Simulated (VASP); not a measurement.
A run of VASP 6.6.1:

Contents of INCAR:

```
PREC = Accurate
ENCUT = 520
EDIFF = 1E-6
ISMEAR = -1
SIGMA = 0.1
LREAL = Auto
LASPH = T
NELM = 60
ALGO = Normal
ISIF = 2
LWAVE = F
LCHARG = T
LELF = T
LVHAR = T
NBANDS = 38
```

File KPOINTS:

```
regular mesh
0
Gamma
  3 3 3
```

POSCAR

```
Li
1.0
    7.2053150000      0.0000000000      0.0000000000
    0.0000000000      7.2053150000      0.0000000000
    0.0000000000      0.0000000000      7.2053150000
Li
16
Direct
    0.0659513151      0.0143366390     -0.0765545989
    0.6680901529      0.0756802444      0.0065507199
    0.0537658659      0.4225769449     -0.0869080672
    0.1167055153      0.0403868533      0.5664429661
    0.2783223218      0.3197361947      0.2671500136
    0.6346842574      0.5173403245     -0.0378470615
    0.5206573203      0.0764713271      0.3939869388
    0.9021534798      0.2915070333      0.2815005312
   -0.0106310411      0.5427382425      0.5335089444
    0.3139349217      0.7961761561      0.2231269556
    0.4493488487      0.2274154565      0.7897642227
    0.5002695927      0.5752281476      0.5247376416
    0.9119379236      0.6721288382      0.1674597155
    0.7697650970      0.1857795253      0.7051461317
    0.3521289493      0.8107764893      0.8170635149
    0.7576767983      0.8062520514      0.7655321107
```

Potentials or basis: VASP PAW LDA potentials, release 64 (Li_sv).

Run with:

```console
$ cat potpaw_LDA.64/Li_sv/POTCAR > POTCAR
$ mpirun -np 1 vasp_std > vasp.out
```

Hardware: 1 thread of Intel(R) Xeon(R) Platinum 8559C (Emerald Rapids) (shared host).

Estimate the wall time of this run.

Run time: 2.7 min on 1 thread of Intel(R) Xeon(R) Platinum 8559C (Emerald Rapids) (shared host), peak memory 0.34 GiB. Counts: scf iterations 13, k points 14.
